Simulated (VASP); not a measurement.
# Au (Fd-3m) in VASP: further runs, part 2 of 2

VASP 6.6.1. Earlier steps stand in the parts before.

## Step 3: Relaxation of cell and atoms, LDA, target pressure 170 GPa, at which the enthalpy is minimised

This run uses another cell than the first one, of 15.68 Å³/atom.

INCAR reads:

```
ALGO = Normal
EDIFF = 1E-6
EDIFFG = -0.005
ENCUT = 600
IBRION = 2
ISIF = 3
ISMEAR = -1
LASPH = T
LCHARG = F
LREAL = F
LWAVE = F
NELM = 60
NSW = 32
PREC = Accurate
PSTRESS = 1700.0
SIGMA = 0.05
```

KPOINTS reads:

```
k-points
0
Gamma
  14 14 14
```

POSCAR reads:

```
Au
1.0
    0.0000000000      2.5026727653      2.5026727653
    2.5026727653      0.0000000000      2.5026727653
    2.5026727653      2.5026727653      0.0000000000
Au
2
Direct
   -0.1250000000     -0.1250000000     -0.1250000000
    0.1250000000      0.1250000000      0.1250000000
```

Potentials or basis: VASP PAW LDA potentials, release 64 (Au).

Started as:

```bash
$ cat potpaw_LDA.64/Au/POTCAR > POTCAR
$ mpirun -np 1 vasp_std > vasp.out
```

OUTCAR:

```text
EDIFF = 1E-6
   EDIFFG = -0.005
   ENCUT = 600
   IBRION = 2
   ISIF = 3
   ISMEAR = -1
   LASPH = T
   LREAL = F
   NELM = 60
   NSW = 32
   PREC = Accurate
   PSTRESS = 1700.0

 ion  position               nearest neighbor table
   1  0.875  0.875  0.875-   2 2.17   2 2.17   2 2.17   2 2.17
   2  0.125  0.125  0.125-   1 2.17   1 2.17   1 2.17   1 2.17

  LATTYP: Found a face centered cubic cell.
 ALAT       =     5.0053455306

  Lattice vectors:

 A1 = (   0.0000000000,   2.5026727653,   2.5026727653)
 A2 = (   2.5026727653,   0.0000000000,   2.5026727653)
 A3 = (   2.5026727653,   2.5026727653,   0.0000000000)

Analysis of symmetry for initial positions (statically):
=====================================================================
 Subroutine PRICEL returns:
 Original cell was already a primitive cell.

 Routine SETGRP: Setting up the symmetry group for a
 face centered cubic supercell.

 Subroutine GETGRP returns: Found 48 space group operations
 (whereof 12 operations were pure point group operations)
 out of a pool of 48 trial point group operations.

The static configuration has the point symmetry D_3d.
 The point group associated with its full space group is O_h .

[... 169 lines left out ...]
  Total       32.8617240     32.8617240     32.8617240      0.0000000      0.0000000      0.0000000
  in kB     1679.4177067   1679.4177067   1679.4177067      0.0000000      0.0000000      0.0000000
  external PRESSURE =     -20.5822933 kB  Pullay stress =    1700.0000000 kB
[... 63 lines left out ...]
--------------------------------------- Ionic step        3  -------------------------------------------

 number of electron      22.0000002 magnetization

 Free energy of the ion-electron system (eV)
  ---------------------------------------------------
  ext. energy  EPLUGINS =         0.00000000
  ---------------------------------------------------
  free energy    TOTEN  =        -0.12542903 eV

  energy without entropy =       -0.11660482  energy(sigma->0) =       -0.12101692

 E-fermi :  11.3628     XC(G=0): -13.0896

 val. band max:       11.3234546526   @ k =   0.5000   0.0000   0.0000
 cond. band min:      11.3653926257   @ k =  -0.4286   0.4286   0.0714
 fundamental gap:      0.0419379731
 Fermi energy:        11.3627979094

 k-point     1 :       0.0000    0.0000    0.0000
  band No.  band energies     occupation
      1       0.0966      2.00000
      2       2.4459      2.00000
      3       2.4459      2.00000
      4       3.1087      2.00000
      5       3.1087      2.00000
      6       3.1087      2.00000
      7       6.9774      2.00000
      8       6.9774      2.00000
      9       6.9774      2.00000
     10      10.2001      2.00000
     11      10.2001      2.00000
     12      22.8018      0.00000
     13      22.9184      0.00000
     14      24.2401      0.00000
[... 401 lines left out ...]
      2       1.6648      2.00000
      3       2.7676      2.00000
      4       2.9073      2.00000
      5       3.2469      2.00000
      6       4.3121      2.00000
      7       5.3215      2.00000
      8       7.3772      2.00000
      9       7.6348      2.00000
     10       9.2335      2.00000
     11      10.5213      2.00000
     12      17.6386      0.00000
     13      20.2493      0.00000
     14      21.0547      0.00000
     15      21.7667      0.00000

 [... further k-points ...]
[... 5 lines left out ...]
  --------------------------------------------------------------------------------------
  -------------------------------------------------------------------------------------
  Total       33.1734965     33.1734965     33.1734965      0.0000000      0.0000000      0.0000000
  in kB     1700.0235880   1700.0235880   1700.0235880      0.0000000      0.0000000      0.0000000
  external PRESSURE =       0.0235880 kB  Pullay stress =    1700.0000000 kB
[... 21 lines left out ...]
  energy  without entropy=       -0.1166048169  energy(sigma->0) =       -0.12101692

  enthalpy is  TOTEN    =        33.0476071785 eV   P V=       33.1730362046

 reached required accuracy - stopping structural energy minimisation
```

OSZICAR:

```text
N       E                     dE             d eps       ncg     rms          rms(c)
DAV:   1     0.141018821518E+03    0.14102E+03   -0.13016E+04  3120   0.161E+03
DAV:   2     0.112668354338E+01   -0.13989E+03   -0.13639E+03  3470   0.319E+02
DAV:   3    -0.888820381579E+00   -0.20155E+01   -0.20120E+01  3610   0.410E+01
[... 21 lines left out ...]
DAV:   3    -0.125493594771E+00    0.87850E-02   -0.30964E-02  3232   0.158E+00    0.147E+00
DAV:   4    -0.125421166601E+00    0.72428E-04   -0.24783E-03  3267   0.356E-01    0.873E-02
DAV:   5    -0.125426361549E+00   -0.51949E-05   -0.18010E-04  3323   0.118E-01    0.139E-02
DAV:   6    -0.125429069942E+00   -0.27084E-05   -0.87815E-06  3309   0.267E-02    0.444E-03
DAV:   7    -0.125429026094E+00    0.43848E-07   -0.12695E-07  1602   0.365E-03
   3 F= 0.33047607E+02 E0= 0.33052019E+02  d E =-.558812E-03
```

Run time: 80 s. Hardware: 1 thread of Intel Xeon Platinum 8259CL at 2.50GHz (Skylake/Cascade Lake), shared host; peak memory 0.18 GiB.

Results:

| Item | Value |
| --- | --- |
| Free energy | -0.1254 eV |
| Relaxed volume | 15.63 Å³/atom |
| Relaxed cell | a = 3.536 Å, b = 3.536 Å, c = 3.536 Å, α = 60.00°, β = 60.00°, γ = 60.00° |
| Space group after relaxing (to 0.1 Å) | Fd-3m (No. 227) |
| Energy change on relaxing (the run minimises the enthalpy) | +45.4 meV/atom |
| Ionic steps | 3 |
| Pressure after relaxing | 170.0 GPa |
| Band gap on the k mesh | zero (bands 11 and 12 overlap by 0.77 eV) |

Step by step:
```tsv
step	energy change (eV)	largest force (eV/Å)	pressure (GPa)	volume (Å³)
1	0.0000	0.0000	167.94	31.35
2	1.0106	0.0000	190.41	30.45
3	0.0909	0.0000	170.00	31.26
```

Final structure:
```yaml
crystal:
  lattice:
    - [0.00000, 2.50038, 2.50038]
    - [2.50038, 0.00000, 2.50038]
    - [2.50038, 2.50038, 0.00000]
  atoms:
    - { symbol: Au, position: [0.87500, 0.87500, 0.87500] }
    - { symbol: Au, position: [0.12500, 0.12500, 0.12500] }
```

Levels at points of the mesh, in eV from the Fermi level:
| k point | band 9 | band 10 | band 11 | band 12 | band 13 | band 14 |
| --- | --- | --- | --- | --- | --- | --- |
| (0.00, 0.00, 0.00) | -4.39 | -1.16 | -1.16 | 11.44 | 11.56 | 12.88 |
| (0.50, 0.00, 0.00) | -3.47 | -1.88 | -1.88 | -0.04 | 9.42 | 9.73 |
| (0.50, 0.50, 0.00) | -1.48 | -1.48 | 0.65 | 0.65 | 3.25 | 3.25 |

Caveat: the cell is relaxed towards a set pressure, so the run minimises the enthalpy, not the energy; spin-orbit coupling is left out, which moves the levels of the heavy elements.
